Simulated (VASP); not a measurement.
# NaS6: single point with PBE

The system is NaS6.

```
Na S
1.0
     6.31006    0.00000    0.00000
     0.00000    6.31006    0.00000
     0.00000    0.00000    6.31006
Na S
1 6
Direct
  0.00000 0.00000 0.00000
  0.15536 0.50000 0.50000
  0.50000 0.15536 0.50000
  0.84464 0.50000 0.50000
  0.50000 0.84464 0.50000
  0.50000 0.50000 0.15536
  0.50000 0.50000 0.84464
```

The cell was generated, and may not be a known phase.

```yaml
Program: VASP 6.6.1
Task: single point
Functional: PBE
Potentials_or_basis: VASP PAW PBE potentials, release 64 (Na_sv, S)
Cutoff: 1130 eV
k_mesh: 4 × 4 × 4
Occupations: gaussian, width 0.1 eV
Spin: no spin polarisation
```

```yaml
Pressure: 0.1 GPa
Largest_force: 0.228 eV/Å
Band_gap_on_the_k_mesh: zero (an odd number of electrons rules out a gap without spin polarisation)
```

Forces in eV/Å, atoms in the order of the input:
```
Na   0.000  0.000  0.000
S   -0.228  0.000  0.000
S    0.000 -0.228  0.000
S    0.228  0.000  0.000
S    0.000  0.228  0.000
S    0.000  0.000 -0.228
S    0.000  0.000  0.228
```

Levels at points of the mesh, in eV from the Fermi level:
```tsv
k point	band 19	band 20	band 21	band 22	band 23	band 24	band 25	band 26
(0.00, 0.00, 0.00)	-3.23	-1.93	-1.93	-1.93	0.66	1.51	1.51	1.51
(0.50, 0.00, 0.00)	-3.09	-1.92	-0.34	-0.34	-0.01	-0.01	1.48	1.51
(0.50, 0.50, 0.00)	-2.73	-0.76	-0.01	-0.01	-0.01	-0.01	0.12	1.69
(0.50, 0.50, 0.50)	-2.72	-0.07	-0.07	-0.07	0.08	0.08	0.08	0.99
```

It took 4.1 min on 1 thread of Intel(R) Xeon(R) Platinum 8124M CPU @ 3.00GHz (Skylake/Cascade Lake), with other jobs on the host, peak memory 0.75 GiB.

Caveat: an odd number of electrons without spin polarisation forces a metal; a magnetic or distorted state may lie lower.
